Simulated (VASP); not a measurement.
# Os (P6_3/mmc) in VASP: settings compared

Os is run at these levels: revPBE+D3(BJ), PBE; tasks: single point, relaxation of cell and atoms.

Everything below comes from runs of VASP 6.6.1. Logs are shortened: lines on timing, memory, paths and dates and some standing lists are left out, and cuts for length are marked.

## 1. The cell of the first run

The structure is hexagonal, space group P6_3/mmc (No. 194). Conventional cell: a = 2.728 Å, b = 2.728 Å, c = 4.315 Å, α = 90.00°, β = 90.00°, γ = 120.00°. Os (site symmetry -6m2) has 12 Os at 2.67 to 2.73 Å within 3.5 Å.

## 2. Single point, revPBE+D3(BJ)

Input file INCAR:

```
  PREC = Accurate
  ENCUT = 520
  EDIFF = 1E-6
  ISMEAR = -1
  SIGMA = 0.05
  LREAL = False
  LASPH = True
  NELM = 60
  ALGO = Normal
  ISIF = 2
  LWAVE = False
  LCHARG = False
  GGA = RE
  IVDW = 12
  NBANDS = 15
```

Input file KPOINTS:

```
regular mesh
0
Gamma
  11 11 6
```

Input file POSCAR:

```
Os
1.0
    2.7276691720      0.0000000000      0.0000000000
   -1.3638345860      2.3622307961      0.0000000000
    0.0000000000      0.0000000000      4.3145839914
Os
2
Direct
    0.6666666667      0.3333333333      0.7500000000
    0.3333333333      0.6666666667      0.2500000000
```

Potentials or basis: VASP PAW PBE potentials, release 64 (Os).

Run with:

```sh
$ cat potpaw_PBE.64/Os/POTCAR > POTCAR
$ mpirun -np 1 vasp_std > vasp.out
```

OUTCAR:

```text
PREC = Accurate
   ENCUT = 520
   EDIFF = 1E-6
   ISMEAR = -1
   LREAL = False
   LASPH = True
   NELM = 60
   ISIF = 2
   GGA = RE
   IVDW = 12
 IVDW          = 12

 ion  position               nearest neighbor table
   1  0.667  0.333  0.750-   2 2.67   2 2.67   2 2.67   2 2.67   2 2.67   2 2.67
   2  0.333  0.667  0.250-   1 2.67   1 2.67   1 2.67   1 2.67   1 2.67   1 2.67

  LATTYP: Found a hexagonal cell.
 ALAT       =     2.7276691720
 C/A-ratio  =     1.5817841972

  Lattice vectors:

 A1 = (   2.7276691720,   0.0000000000,   0.0000000000)
 A2 = (  -1.3638345860,   2.3622307961,   0.0000000000)
 A3 = (   0.0000000000,   0.0000000000,   4.3145839914)

Analysis of symmetry for initial positions (statically):
=====================================================================
 Subroutine PRICEL returns:
 Original cell was already a primitive cell.

 Routine SETGRP: Setting up the symmetry group for a
 hexagonal supercell.

 Subroutine GETGRP returns: Found 24 space group operations
 (whereof 12 operations were pure point group operations)
 out of a pool of 24 trial point group operations.

The static configuration has the point symmetry D_3d.
 The point group associated with its full space group is D_6h.

Analysis of symmetry for dynamics (positions and initial velocities):
=====================================================================
 Subroutine PRICEL returns:
 Original cell was already a primitive cell.

 Routine SETGRP: Setting up the symmetry group for a
 hexagonal supercell.

 Subroutine GETGRP returns: Found 24 space group operations
 (whereof 12 operations were pure point group operations)
 out of a pool of 24 trial point group operations.

The dynamic configuration has the point symmetry D_3d.
 The point group associated with its full space group is D_6h.

 Subroutine INISYM returns: Found 24 space group operations
 (whereof 12 operations are pure point group operations),
 and found     1 'primitive' translations

----------------------------------------------------------------------------------------

                                     Primitive cell

  volume of cell :      27.8005

  direct lattice vectors                    reciprocal lattice vectors
     2.727669172  0.000000000  0.000000000     0.366613375  0.211664331  0.000000000
    -1.363834586  2.362230796  0.000000000     0.000000000  0.423328661  0.000000000
     0.000000000  0.000000000  4.314583991     0.000000000  0.000000000  0.231772055
[... 93 lines left out ...]
   TEBEG  =    0.0;   TEEND  =   0.0 temperature during run
   PSTRESS=    0.0 pullay stress
   NELECT =      16.0000    total number of electrons
   NUPDOWN=      -1.0000    fix difference up-down
   EMIN   =  10.00;   EMAX   =-10.00  energy-range for DOS
   EFERMI =   0.00;   METHOD = LEGACY
   ISMEAR =    -1;   SIGMA  =   0.05  broadening in eV -4-tet -1-fermi 0-gaus
   EFERMI_NEDOS =   21; number of points for ismear=-14 and -15
   IALGO  =     38    algorithm
   IMIX   =      4    mixing-type and parameters
     AMIX     =   0.40;   BMIX     =  1.00
     AMIX_MAG =   1.60;   BMIX_MAG =  1.00
  volume/ion in A,a.u.               =      13.90        93.80
  Fermi-wavevector in a.u.,A,eV,Ry     =   1.361749  2.573333 25.230117  1.854361
  Thomas-Fermi vector in A             =   2.488299
   LORBIT       =      0    0 simple, 1 ext, 2 COOP (PROOUT), +10 PAW based schemes
   GGA     = RE    functional components
   LHFCALC =     F    Hartree Fock is set to
   AEXX    =    0.0000 exact exchange contribution
   IVDW    =    12    specifies the selected vdW correction
   LEPSILON=     F    determine dielectric tensor
   LRPA    =     F    only Hartree local field effects (RPA)
 non-spin polarized calculation
  energy-cutoff  :      520.00
  volume of cell :       27.80
 maximum number of plane-waves:       768
   NGX = 11   NGY = 11   NGZ = 17

 number of electron      15.9999998 magnetization

 Free energy of the ion-electron system (eV)
  ---------------------------------------------------
  ext. energy  EPLUGINS =         0.00000000
  ---------------------------------------------------
  free energy    TOTEN  =       -21.41289515 eV

  energy without entropy =      -21.39979055  energy(sigma->0) =      -21.40634285

 E-fermi :   9.5720     XC(G=0): -14.0746

 val. band max:        9.5527357542   @ k =   0.3636  -0.0000   0.3333
 cond. band min:       9.6222919397   @ k =   0.0000   0.0000   0.0000
 fundamental gap:      0.0695561855
 Fermi energy:         9.5719835646

 k-point     1 :       0.0000    0.0000    0.0000
  band No.  band energies     occupation
      1      -1.3763      2.00000
      2       1.7680      2.00000
      3       6.5392      2.00000
      4       6.5392      2.00000
      5       6.7783      2.00000
      6       7.3864      2.00000
      7       7.3864      2.00000
      8       8.0515      2.00000
      9       8.0515      2.00000
     10       9.6223      0.53546
     11      11.3195      0.00000
     12      11.3195      0.00000
     13      18.7647      0.00000
     14      23.6320      0.00000
[... 401 lines left out ...]
      2       3.3860      2.00000
      3       4.7987      2.00000
      4       5.0249      2.00000
      5       6.2844      2.00000
      6       6.9124      2.00000
      7       7.4932      2.00000
      8       8.4498      2.00000
      9       9.0705      1.99991
     10       9.4503      1.83880
     11      11.7598      0.00000
     12      15.2023      0.00000
     13      20.2199      0.00000
     14      24.8171      0.00000
     15      25.8943      0.00000

 [... further k-points ...]

------------------------ aborting loop because EDIFF is reached ----------------------------------------

 Edisp (eV)   -2.42049

 E8    (eV) :    -1.7832

  FORCE on cell =-STRESS in cart. coord.  units (eV):
  Direction    XX          YY          ZZ          XY          YZ          ZX
  --------------------------------------------------------------------------------------
  -------------------------------------------------------------------------------------
  Total      -0.00401    -0.00401    -0.03368    -0.00000     0.00000     0.00000
  in kB      -0.23131    -0.23131    -1.94087    -0.00000     0.00000     0.00000
  external pressure =       -0.80 kB  Pullay stress =        0.00 kB

 VOLUME and BASIS-vectors are now :
 -----------------------------------------------------------------------------
  energy-cutoff  :      520.00
  volume of cell :       27.80
      direct lattice vectors                 reciprocal lattice vectors
     2.727669172  0.000000000  0.000000000     0.366613375  0.211664331  0.000000000
    -1.363834586  2.362230796  0.000000000     0.000000000  0.423328661  0.000000000
     0.000000000  0.000000000  4.314583991     0.000000000  0.000000000  0.231772055

 POSITION                                       TOTAL-FORCE (eV/Angst)
 -----------------------------------------------------------------------------------
      1.36383      0.78741      3.23594        -0.000000     -0.000000      0.000000
     -0.00000      1.57482      1.07865         0.000000      0.000000      0.000000
 -----------------------------------------------------------------------------------
    total drift:                               -0.000000      0.000000     -0.000000

  FREE ENERGIE OF THE ION-ELECTRON SYSTEM (eV)
  ---------------------------------------------------
  free  energy   TOTEN  =       -23.8333879665 eV

  energy  without entropy=      -23.8202833674  energy(sigma->0) =      -23.82683567
```

OSZICAR:

```text
N       E                     dE             d eps       ncg     rms          rms(c)
DAV:   1     0.104115473900E+03    0.10412E+03   -0.74087E+03  1928   0.102E+03
DAV:   2    -0.180817320576E+02   -0.12220E+03   -0.10628E+03  1941   0.328E+02
DAV:   3    -0.227096242233E+02   -0.46279E+01   -0.44955E+01  2655   0.560E+01
DAV:   4    -0.227408247761E+02   -0.31201E-01   -0.31167E-01  2081   0.489E+00
DAV:   5    -0.227409969909E+02   -0.17221E-03   -0.17221E-03  2648   0.335E-01    0.231E+01
DAV:   6    -0.217329838879E+02    0.10080E+01   -0.79722E-01  2452   0.748E+00    0.108E+01
DAV:   7    -0.214202426500E+02    0.31274E+00   -0.61488E-01  2445   0.643E+00    0.523E-01
DAV:   8    -0.214148641112E+02    0.53785E-02   -0.66472E-03  1969   0.633E-01    0.337E-01
DAV:   9    -0.214129046350E+02    0.19595E-02   -0.15173E-03  2354   0.395E-01    0.351E-02
DAV:  10    -0.214129181659E+02   -0.13531E-04   -0.50431E-05  2466   0.588E-02    0.759E-03
DAV:  11    -0.214128964288E+02    0.21737E-04   -0.39759E-06  2144   0.224E-02    0.170E-03
DAV:  12    -0.214128953244E+02    0.11044E-05   -0.79881E-08  1261   0.299E-03    0.844E-04
DAV:  13    -0.214128951518E+02    0.17258E-06   -0.80209E-09  1114   0.812E-04
   1 F= -.23833388E+02 E0= -.23826836E+02  d E =-.131046E-01
```

stdout:

```text
POSCAR found type information on POSCAR Os
 POSCAR found :  1 types and       2 ions
 scaLAPACK will be used
 -----------------------------------------------------------------------------
|                                                                             |
|                                                                             |
|     You enforced a specific xc type in the INCAR file but a different       |
|     I HOPE YOU KNOW WHAT YOU ARE DOING!                                     |
|                                                                             |
 -----------------------------------------------------------------------------

 LDA part: xc-table for (Slater+PW92), standard interpolation
 POSCAR, INCAR and KPOINTS ok, starting setup
 FFT: planning ... GRIDC
 FFT: planning ... GRID_SOFT
 FFT: planning ... GRID
 WAVECAR not read
 entering main loop
```

It took 32 s on 1 thread of Intel Xeon 8259CL, shared host; peak memory 0.16 GiB.

What came out:

```yaml
Free_energy: -23.8334 eV
Pressure: -0.1 GPa
Band_gap_on_the_k_mesh: zero (bands 8 and 9 overlap by 3.92 eV)
Dispersion_energy_per_atom: -1.210 eV
```

Stress tensor (GPa, compression positive):
```
-0.02  0.00  0.00
 0.00 -0.02  0.00
 0.00  0.00 -0.19
```

Levels at points of the mesh, in eV from the Fermi level:
| k point | band 6 | band 7 | band 8 | band 9 | band 10 | band 11 |
| --- | --- | --- | --- | --- | --- | --- |
| (0.00, 0.00, 0.00) | -2.19 | -2.19 | -1.52 | -1.52 | 0.05 | 1.75 |
| (0.00, 0.00, 0.50) | -3.23 | -3.23 | -3.23 | 0.95 | 0.95 | 0.95 |

Caveat: the PAW data sets were made with another functional, which shifts forces and pressure a little; spin-orbit coupling is left out, which moves the levels of the heavy elements.

(Continued in part 2 of 2.)
